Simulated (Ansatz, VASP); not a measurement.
# Two plane-wave programs on Al

```
CELL_PARAMETERS angstrom
2.87503 0.00000 0.00000
-1.43751 2.48985 0.00000
0.00000 0.00000 9.14173
ATOMIC_POSITIONS crystal
Al 0.00000 0.00000 0.00000
Al 0.33333 0.66667 0.25000
Al 0.00000 0.00000 0.50000
Al 0.66667 0.33333 0.75000
```

Alike in both runs: task single point; functional PBE; dispersion D3(BJ); k mesh 18 × 18 × 6; occupations gaussian, width 0.15 eV; no spin polarisation.

|  | VASP | Ansatz |
| --- | --- | --- |
| version | VASP 6.6.1 | Ansatz 0.2.0 |
| potentials or method | VASP PAW PBE potentials, release 64 (Al), cutoff 520 eV | scalar-relativistic, plane waves, PAW |
| valence electrons in the cell | 12 | 12 |

```csv
,VASP,Ansatz,Ansatz less VASP
gap on the k mesh at the Fermi level (eV),none,none,-
pressure (GPa),-2.5,-2.5,+0.03
"traceless stress, the component that is largest in VASP (GPa)",1.83,1.83,0.000
```

A gap of «none» marks a metal or a gap that the smearing closes.
